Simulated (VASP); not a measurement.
Here is a VASP 6.6.1 calculation.

Contents of POSCAR:

```
Te2Mo
1.0
    3.5602328140      0.0000000000      0.0000000000
   -1.7801164070      3.0832520603      0.0000000000
    0.0000000000      0.0000000000     17.5240578200
Te Mo
2 1
Direct
    0.3333333333      0.6666666667      0.8978554500
    0.3333333333      0.6666666667      0.1021445500
    0.0000000000      0.0000000000      0.0000000000
```

Contents of INCAR.step1:

```
SYSTEM = Te2Mo
ALGO = Normal ; EDIFF = 1E-4
ENCUT = 520 ; GGA = PE
ISMEAR = 0 ; LASPH = .True.
LCHARG = .False. ; LREAL = .False.
LWAVE = .True. ; NBANDS = 20
NELM = 60 ; PREC = Accurate
SIGMA = 0.05
```

File INCAR.step2:

```
SYSTEM = Te2Mo
ALGO = Normal ; EDIFF = 1E-6
ENCUT = 520 ; ISIF = 2
ISMEAR = 0 ; ISTART = 1
LASPH = .True. ; LCHARG = .True.
LELF = .True. ; LMIXTAU = .True.
LREAL = .False. ; LVHAR = .True.
LWAVE = .False. ; METAGGA = R2SCAN
NBANDS = 20 ; NELM = 60
PREC = Accurate ; SIGMA = 0.05
```

Contents of KPOINTS:

```
k-points
0
Gamma
  12 12 2
  0 0 0
```

Potentials or basis: VASP PAW PBE potentials, release 64 (Te, Mo_sv).

The run is started by

```console
$ cat potpaw_PBE.64/Te/POTCAR potpaw_PBE.64/Mo_sv/POTCAR > POTCAR
$ cp INCAR.step1 INCAR
$ mpirun -np 1 vasp_std > vasp.out
$ cp INCAR.step2 INCAR
$ mpirun -np 1 vasp_std > vasp.out
```

Question: Predict the largest force.

Answer: 0.019 eV/Å.

Question: Estimate the band gap on the k mesh.

Answer: 1.13 eV.

Forces on the atoms (eV/Å):
```
Te   0.000  0.000 -0.019
Te   0.000  0.000  0.019
Mo   0.000  0.000  0.000
```

Caveat: there is no dipole correction, which matters where the two faces differ; the PAW data sets were made with another functional, which shifts forces and pressure a little; spin-orbit coupling is left out, which moves the levels of the heavy elements.
